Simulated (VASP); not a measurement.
# Zn in VASP: single point with r2SCAN

Aim: the single point of Zn with r2SCAN.

Everything below comes from runs of VASP 6.6.1. Logs are shortened: lines on timing, memory, paths and dates and some standing lists are left out, and cuts for length are marked.

## (1) The cell of the first run

The typed cell holds 1 atom: a = 2.701 Å, b = 2.701 Å, c = 3.119 Å, α = 54.73°, β = 54.73°, γ = 70.53°.

## (2) Single point, r2SCAN

File POSCAR:

```
Zn
1.0
    0.0000000000      2.2054975174      1.5592867448
    2.2054975174      0.0000000000      1.5592867448
    2.2054975174      2.2054975174      0.0000000000
Zn
1
Direct
    0.0000000000      0.0000000000      0.0000000000
```

File INCAR.step1:

```
SYSTEM = Zn
  PREC = Accurate
  ENCUT = 520
  ISMEAR = 0
  SIGMA = 0.15
  LREAL = .False.
  LASPH = .True.
  NELM = 100
  NBANDS = 12
  GGA = PE
  ALGO = Normal
  EDIFF = 1E-4
  LWAVE = .True.
  LCHARG = .False.
```

File INCAR.step2:

```
SYSTEM = Zn
  PREC = Accurate
  ENCUT = 520
  EDIFF = 1E-6
  ISMEAR = 0
  SIGMA = 0.15
  LREAL = .False.
  LASPH = .True.
  NELM = 100
  ALGO = Normal
  ISIF = 2
  LWAVE = .False.
  LCHARG = .False.
  METAGGA = R2SCAN
  LMIXTAU = .True.
  NBANDS = 12
  ISTART = 1
```

File KPOINTS:

```
Automatic mesh
0
Gamma
  22 22 22
  0 0 0
```

Potentials or basis: VASP PAW PBE potentials, release 64 (Zn).

Command:

```
cat potpaw_PBE.64/Zn/POTCAR > POTCAR
cp INCAR.step1 INCAR
mpirun -np 1 vasp_std > vasp.out
cp INCAR.step2 INCAR
mpirun -np 1 vasp_std > vasp.out
```

OUTCAR:

```text
SYSTEM = Zn
   PREC = Accurate
   ENCUT = 520
   EDIFF = 1E-6
   ISMEAR = 0
   LREAL = .False.
   LASPH = .True.
   NELM = 100
   ISIF = 2
   METAGGA = R2SCAN
   ISTART = 1

 ion  position               nearest neighbor table
   1  0.000  0.000  0.000-

  LATTYP: Found a body centered tetragonal cell.
 ALAT       =     3.1190445009
 C/A-ratio  =     0.9998489886

  Lattice vectors:

 A1 = (   0.0000000000,  -2.2054975174,  -1.5592867448)
 A2 = (   0.0000000000,   2.2054975174,  -1.5592867448)
 A3 = (   2.2054975174,   0.0000000000,   1.5592867448)

Analysis of symmetry for initial positions (statically):
=====================================================================
 Subroutine PRICEL returns:
 Original cell was already a primitive cell.

 Routine SETGRP: Setting up the symmetry group for a
 body centered tetragonal supercell.

 Subroutine GETGRP returns: Found 16 space group operations
 (whereof 16 operations were pure point group operations)
 out of a pool of 16 trial point group operations.

The static configuration has the point symmetry D_4h.

Analysis of symmetry for dynamics (positions and initial velocities):
=====================================================================
 Subroutine PRICEL returns:
 Original cell was already a primitive cell.

 Routine SETGRP: Setting up the symmetry group for a
 body centered tetragonal supercell.

 Subroutine GETGRP returns: Found 16 space group operations
 (whereof 16 operations were pure point group operations)
 out of a pool of 16 trial point group operations.

The dynamic configuration has the point symmetry D_4h.

 Subroutine INISYM returns: Found 16 space group operations
 (whereof 16 operations are pure point group operations),
 and found     1 'primitive' translations

----------------------------------------------------------------------------------------

                                     Primitive cell

  volume of cell :      15.1694

  direct lattice vectors                    reciprocal lattice vectors
     0.000000000  2.205497517  1.559286745    -0.226706218  0.226706218  0.320659431
     2.205497517  0.000000000  1.559286745     0.226706218 -0.226706218  0.320659431
     2.205497517  2.205497517  0.000000000     0.226706218  0.226706218 -0.320659431

  length of vectors
     2.701035811  2.701035811  3.119044501     0.453446677  0.453446677  0.453446677

  position of ions in fractional coordinates (direct lattice)
     0.000000000  0.000000000  0.000000000

  ion indices of the primitive-cell ions
   primitive index   ion index
                 1           1

----------------------------------------------------------------------------------------

 KPOINTS: Automatic mesh

Automatic generation of k-mesh.
 Grid dimensions read from file:
 generate k-points for:   22   22   22

 Generating k-lattice:

  Cartesian coordinates                     Fractional coordinates (reciprocal lattice)
    -0.010304828  0.010304828  0.014575429     0.045454545 -0.000000000  0.000000000
     0.010304828 -0.010304828  0.014575429    -0.000000000  0.045454545  0.000000000
     0.010304828  0.010304828 -0.014575429     0.000000000  0.000000000  0.045454545

  Length of vectors
     0.020611213  0.020611213  0.020611213

  Shift w.r.t. Gamma in fractional coordinates (k-lattice)
     0.000000000  0.000000000  0.000000000

 Subroutine IBZKPT returns following result:
 ===========================================

 Found    834 irreducible k-points:

 Following reciprocal coordinates:
            Coordinates               Weight
  0.000000  0.000000  0.000000      1.000000
  0.045455 -0.000000  0.000000      8.000000
  0.090909 -0.000000  0.000000      8.000000
  0.136364 -0.000000  0.000000      8.000000
  0.181818 -0.000000  0.000000      8.000000
  0.227273 -0.000000  0.000000      8.000000
[... 16 lines left out ...]
  0.500000  0.045455  0.000000      8.000000
 -0.454545  0.045455  0.000000      8.000000
 [... further k-points ...]
   k-points           NKPTS =    834   k-points in BZ     NKDIM =    834   number of bands    NBANDS=     12
   number of dos      NEDOS =    301   number of ions     NIONS =      1
   total plane-waves  NPLWV =   9600
   dimension x,y,z NGX =    20 NGY =   20 NGZ =   24
   dimension x,y,z NGXF=    40 NGYF=   40 NGZF=   48
   ions per type =               1
   NGX,Y,Z   is equivalent  to a cutoff of  12.31, 12.31, 12.79 a.u.
   NGXF,Y,Z  is equivalent  to a cutoff of  24.62, 24.62, 25.58 a.u.
 SYSTEM =  Zn
   PREC   = accura    normal or accurate (medium, high low for compatibility)
   ISTART =      1    job   : 0-new  1-cont  2-samecut
   ICHARG =      0    charge: 1-file 2-atom 10-const
   ISPIN  =      1    spin polarized calculation?
   LNONCOLLINEAR =      F non collinear calculations
   LSORBIT =      F    spin-orbit coupling
   LASPH  =      T    aspherical Exc in radial PAW
   ENCUT  =  520.0 eV  38.22 Ry    6.18 a.u.   5.02  5.02  5.80*2*pi/ulx,y,z
   NELM   =    100;   NELMIN=  2; NELMDL=  0     # of ELM steps
   EDIFF  = 0.1E-05   stopping-criterion for ELM
   LREAL  =      F    real-space projection
   EDIFFG = 0.1E-04   stopping-criterion for IOM
   NSW    =      0    number of steps for IOM
   IBRION =     -1    ionic relax: 0-MD 1-quasi-New 2-CG
   NFREE  =      0    steps in history (QN), initial steepest desc. (CG)
   ISIF   =      2    stress and relaxation
   ISYM   =      2    0-nonsym 1-usesym 2-fastsym
   POTIM  = 0.5000    time-step for ionic-motion
   TEBEG  =    0.0;   TEEND  =   0.0 temperature during run
   PSTRESS=    0.0 pullay stress
   NELECT =      12.0000    total number of electrons
   NUPDOWN=      -1.0000    fix difference up-down
   EMIN   =  10.00;   EMAX   =-10.00  energy-range for DOS
   EFERMI =   0.00;   METHOD = LEGACY
   ISMEAR =     0;   SIGMA  =   0.15  broadening in eV -4-tet -1-fermi 0-gaus
   EFERMI_NEDOS =   21; number of points for ismear=-14 and -15
   IALGO  =     38    algorithm
   IMIX   =      4    mixing-type and parameters
     AMIX     =   0.40;   BMIX     =  1.00
     AMIX_MAG =   1.60;   BMIX_MAG =  1.00
  volume/ion in A,a.u.               =      15.17       102.37
  Fermi-wavevector in a.u.,A,eV,Ry     =   1.514069  2.861175 31.190044  2.292404
  Thomas-Fermi vector in A             =   2.623775
   LORBIT       =      0    0 simple, 1 ext, 2 COOP (PROOUT), +10 PAW based schemes
   METAGGA = R2SCAN    functional components
   LHFCALC =     F    Hartree Fock is set to
   AEXX    =    0.0000 exact exchange contribution
   IVDW    =     0    specifies the selected vdW correction
   LEPSILON=     F    determine dielectric tensor
   LRPA    =     F    only Hartree local field effects (RPA)
 non-spin polarized calculation
 Gauss-broadening in eV      SIGMA  =   0.15
  energy-cutoff  :      520.00
  volume of cell :       15.17
 maximum number of plane-waves:       420
   NGX =  9   NGY =  9   NGZ = 11

 number of electron      12.0000010 magnetization

 Free energy of the ion-electron system (eV)
  ---------------------------------------------------
  ext. energy  EPLUGINS =         0.00000000
  ---------------------------------------------------
  free energy    TOTEN  =        -8.79234465 eV

  energy without entropy =       -8.78811022  energy(sigma->0) =       -8.79022743

 E-fermi :   3.2069     XC(G=0): -12.6968

 val. band max:        3.1999731368   @ k =  -0.3182   0.1818   0.3636
 cond. band min:       3.2123472798   @ k =   0.5000   0.0455   0.4545
 fundamental gap:      0.0123741429
 Fermi energy:         3.2069299526

 k-point     1 :       0.0000    0.0000    0.0000
  band No.  band energies     occupation
      1      -7.8847      2.00000
      2      -5.0348      2.00000
      3      -5.0339      2.00000
      4      -5.0335      2.00000
      5      -4.5177      2.00000
      6      -4.5168      2.00000
      7      23.5515      0.00000
      8      23.5521      0.00000
      9      23.5539      0.00000
     10      24.9708      0.00000
     11      24.9712      0.00000
     12      24.9735      0.00000

 k-point     2 :       0.0455   -0.0000    0.0000
  band No.  band energies     occupation
      1      -7.8152      2.00000
      2      -5.0410      2.00000
      3      -5.0322      2.00000
      4      -5.0183      2.00000
      5      -4.5232      2.00000
      6      -4.5173      2.00000
      7      22.3559      0.00000
      8      22.9069      0.00000
      9      23.2001      0.00000
     10      24.1757      0.00000
     11      24.2979      0.00000
     12      24.7757      0.00000

 k-point     3 :       0.0909   -0.0000    0.0000
  band No.  band energies     occupation
      1      -7.6087      2.00000
      2      -5.0601      2.00000
      3      -5.0279      2.00000
      4      -4.9710      2.00000
      5      -4.5400      2.00000
      6      -4.5161      2.00000
      7      19.9762      0.00000
      8      21.7312      0.00000
      9      22.2766      0.00000
     10      23.3107      0.00000
     11      23.5879      0.00000
     12      24.8231      0.00000

 k-point     4 :       0.1364   -0.0000    0.0000
  band No.  band energies     occupation
      1      -7.2721      2.00000
      2      -5.0902      2.00000
      3      -5.0180      2.00000
      4      -4.8955      2.00000
      5      -4.5613      2.00000
      6      -4.5140      2.00000
      7      17.5078      0.00000
      8      20.5206      0.00000
      9      21.2101      0.00000
     10      22.3944      0.00000
     11      23.0234      0.00000
     12      25.1564      0.00000

 k-point     5 :       0.1818   -0.0000    0.0000
  band No.  band energies     occupation
      1      -6.8246      2.00000
      2      -5.1289      2.00000
      3      -4.9886      2.00000
      4      -4.7968      2.00000
      5      -4.5794      2.00000
      6      -4.5109      2.00000
      7      15.0996      0.00000
      8      19.3818      0.00000
      9      20.1903      0.00000
     10      21.5876      0.00000
     11      22.4943      0.00000
     12      25.6791      0.00000
[... 228 lines left out ...]
      1      -5.6856      2.00000
      2      -5.3112      2.00000
      3      -4.5772      2.00000
      4      -4.5169      2.00000
      5      -4.2437      2.00000
      6      -1.7015      2.00000
      7       4.7649      0.00000
      8      15.1112      0.00000
      9      16.5806      0.00000
     10      19.8508      0.00000
     11      21.3352      0.00000
     12      28.5013      0.00000

 k-point    22 :       0.4545    0.0455    0.0000
  band No.  band energies     occupation
      1      -5.7007      2.00000
      2      -5.3297      2.00000
      3      -4.5603      2.00000
      4      -4.5199      2.00000
      5      -4.1876      2.00000
      6      -0.5003      2.00000
      7       3.1542      1.38070
      8      14.8500      0.00000
      9      16.3626      0.00000
     10      19.6874      0.00000
     11      21.2407      0.00000
     12      29.6358      0.00000

 k-point    23 :       0.5000    0.0455    0.0000
  band No.  band energies     occupation
      1      -5.7071      2.00000
      2      -5.3360      2.00000
      3      -4.5524      2.00000
      4      -4.5231      2.00000
      5      -4.1682      2.00000
      6       0.2828      2.00000
      7       2.2355      2.00000
      8      14.7621      0.00000
      9      16.2896      0.00000
     10      19.6332      0.00000
     11      21.2094      0.00000
     12      30.5519      0.00000

 k-point    24 :      -0.4545    0.0455    0.0000
  band No.  band energies     occupation
      1      -5.7007      2.00000
      2      -5.3297      2.00000
      3      -4.5603      2.00000
      4      -4.5199      2.00000
      5      -4.1876      2.00000
      6      -0.5007      2.00000
      7       3.1547      1.37787
      8      14.8497      0.00000
      9      16.3624      0.00000
     10      19.6877      0.00000
     11      21.2411      0.00000
     12      29.6437      0.00000

 [... further k-points ...]
[... 5 lines left out ...]
  --------------------------------------------------------------------------------------
  -------------------------------------------------------------------------------------
  Total       -0.3103236     -0.3103236     -0.3034743      0.0000000      0.0000000      0.0000000
  in kB      -32.7760182    -32.7760182    -32.0526106      0.0000000      0.0000000      0.0000000
  external PRESSURE =     -32.5348823 kB  Pullay stress =       0.0000000 kB

 VOLUME and BASIS-vectors are now :
 -----------------------------------------------------------------------------
  energy-cutoff  :      520.00
  volume of cell :       15.17
      direct lattice vectors                 reciprocal lattice vectors
     0.000000000  2.205497517  1.559286745    -0.226706218  0.226706218  0.320659431
     2.205497517  0.000000000  1.559286745     0.226706218 -0.226706218  0.320659431
     2.205497517  2.205497517  0.000000000     0.226706218  0.226706218 -0.320659431

 POSITION                                       TOTAL-FORCE (eV/Angst)
 -----------------------------------------------------------------------------------
      0.00000      0.00000      0.00000         0.000000     -0.000000     -0.000000
 -----------------------------------------------------------------------------------
    total drift:                                0.000000     -0.000000     -0.000000

  FREE ENERGIE OF THE ION-ELECTRON SYSTEM (eV)
  ---------------------------------------------------
  free  energy   TOTEN  =        -8.7923446483 eV

  energy  without entropy=       -8.7881102177  energy(sigma->0) =       -8.79022743
```

Wall time 2.9 min (1 thread of Intel Xeon 6975P-C (Granite Rapids), shared host); peak memory 0.25 GiB.

What came out:

| Property | Result |
| --- | --- |
| Free energy | -8.7923 eV |
| Pressure | -3.3 GPa |
| Band gap on the k mesh | zero (band 6 reaches 7.58 eV, above the bottom of band 7 at 2.19 eV) |

Caveat: the PAW data sets were made with another functional, which shifts forces and pressure a little.
